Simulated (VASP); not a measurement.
A run of VASP 6.6.1:

File INCAR:

```
SYSTEM = Al2Cu
PREC = Accurate ; ENCUT = 520
EDIFF = 1E-6 ; ISMEAR = -1
SIGMA = 0.2 ; LREAL = .False.
LASPH = .True. ; NELM = 60
ALGO = Normal ; ISIF = 2
LWAVE = .False. ; LCHARG = .True.
LELF = .True. ; LVHAR = .True.
NBANDS = 16
```

File KPOINTS:

```
Automatic mesh
0
Gamma
  3 3 3
  0.5 0.5 0.5
```

The input POSCAR:

```
Al2Cu
1.0
   -2.0303400000      2.0303400000      2.8510900000
    2.0303400000     -2.0303400000      2.8510900000
    2.0303400000      2.0303400000     -2.8510900000
Al Cu
2 1
Direct
    0.7643600000      0.2681200000      0.5281200000
    0.2484400000      0.7616400000      0.5082400000
    0.4953700000      0.5089200000      0.9973000000
```

Potentials or basis: VASP PAW LDA potentials, release 64 (Al, Cu).

Launch:

```console
$ cat potpaw_LDA.64/Al/POTCAR potpaw_LDA.64/Cu/POTCAR > POTCAR
$ mpirun -np 1 vasp_std > vasp.out
```

Hardware: 1 thread of AMD EPYC 9R45 96-Core Processor (Zen 5), on a shared host.

Question: Estimate the wall time of this run.

Answer: It took 7.8 s on 1 thread of AMD EPYC 9R45 96-Core Processor (Zen 5), on a shared host, peak memory 0.12 GiB. Counts: scf iterations 14, k points 14.
